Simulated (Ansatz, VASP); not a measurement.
## One calculation of Cd3C, two programs

```xyz
4
Lattice="4.1706 0.0000 0.0000 0.0000 4.1706 0.0000 0.0000 0.0000 4.1706" Properties=species:S:1:pos:R:3 pbc="T T T"
Cd    0.0000    2.0853    2.0853
Cd    2.0853    0.0000    2.0853
Cd    2.0853    2.0853    0.0000
C     0.0000    0.0000    0.0000
```

Alike in both runs: task relaxation of cell and atoms; functional PBE; k mesh 12 × 12 × 12; occupations gaussian, width 0.1 eV; no spin polarisation.

|  | VASP | Ansatz |
| --- | --- | --- |
| version | VASP 6.6.1 | Ansatz 0.2.0 |
| potentials or method | VASP PAW PBE potentials, release 64 (Cd, C), cutoff 600 eV | scalar-relativistic, plane waves, PAW |
| valence electrons in the cell | 40 | 64 |

Ansatz gave:

| Property | Result |
| --- | --- |
| gap on the k mesh at the Fermi level, each at its own relaxed structure (eV) | none |
| relaxed volume (Å³/atom) | 18.14 |
| relaxed length of the cell vector where the two differ most in proportion (Å) | 4.171 |

**Question.** Estimate VASP's values.

**Answer.** gap on the k mesh at the Fermi level, each at its own relaxed structure (eV): none; relaxed volume (Å³/atom): 18.24; relaxed length of the cell vector where the two differ most in proportion (Å): 4.178.

A gap of «none» marks a metal or a gap that the smearing closes. VASP's potentials hold 40 valence electrons a cell and Ansatz's 64, so a difference there can come from the potentials and not from the codes.
